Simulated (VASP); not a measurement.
Wanted: the native input for a VASP 6.6.1 run.

| Item | Value |
| --- | --- |
| Task | single point |
| Functional | LDA |
| Potentials or basis | VASP PAW LDA potentials, release 64 (Hf_pv, O) |
| Cutoff | 520 eV |
| k mesh | 9 × 9 × 9 |
| Occupations | fermi-dirac, width 0.1 eV |
| Spin | non-collinear spin, zero start, spin-orbit coupling |
| Starting moments | [[0.0, 0.0, 0.0], [0.0, 0.0, 0.0], [0.0, 0.0, 0.0]] μB |
| Dipole correction | no |
| Further INCAR settings | ALGO = Normal; EDIFF = 1e-07; NBANDS = 35 |

The structure of HfO2 lies in POSCAR:

```
HfO2
1.0
    0.0000000000      2.5575000000      2.5575000000
    2.5575000000      0.0000000000      2.5575000000
    2.5575000000      2.5575000000      0.0000000000
Hf O
1 2
Direct
    0.0000000000      0.0000000000      0.0000000000
    0.7500000000      0.7500000000      0.7500000000
    0.2500000000      0.2500000000      0.2500000000
```

The input as run:

INCAR

```
SYSTEM = HfO2
PREC = Accurate ; ENCUT = 520
EDIFF = 1E-7 ; ISMEAR = -1
SIGMA = 0.1 ; LREAL = .False.
LASPH = .True. ; NELM = 150
ALGO = Normal ; ISIF = 2
LWAVE = .False. ; LCHARG = .True.
LNONCOLLINEAR = .True. ; MAGMOM = 0 0 0 0 0 0 0 0 0
LORBIT = 11 ; LSORBIT = .True.
GGA_COMPAT = .False. ; LORBMOM = .True.
LMAXMIX = 4 ; GGA = CA
LVHAR = .True. ; NBANDS = 35
```

KPOINTS

```
Automatic mesh
0
Gamma
  9 9 9
  0 0 0
```

Potentials or basis: VASP PAW LDA potentials, release 64 (Hf_pv, O).

Command:

```sh
$ cat potpaw_LDA.64/Hf_pv/POTCAR potpaw_LDA.64/O/POTCAR > POTCAR
$ mpirun -np 1 vasp_ncl > vasp.out
```

Results of the run:

The pressure is -19.2 GPa, the net moment is 0.00 μB per cell and the valence electrons inside the program's atomic spheres are Hf 8.25; O 5.06.

It took 85 s on 1 thread of Intel(R) Xeon(R) Platinum 8375C CPU @ 2.90GHz (Ice Lake), with other jobs on the host, peak memory 0.24 GiB.
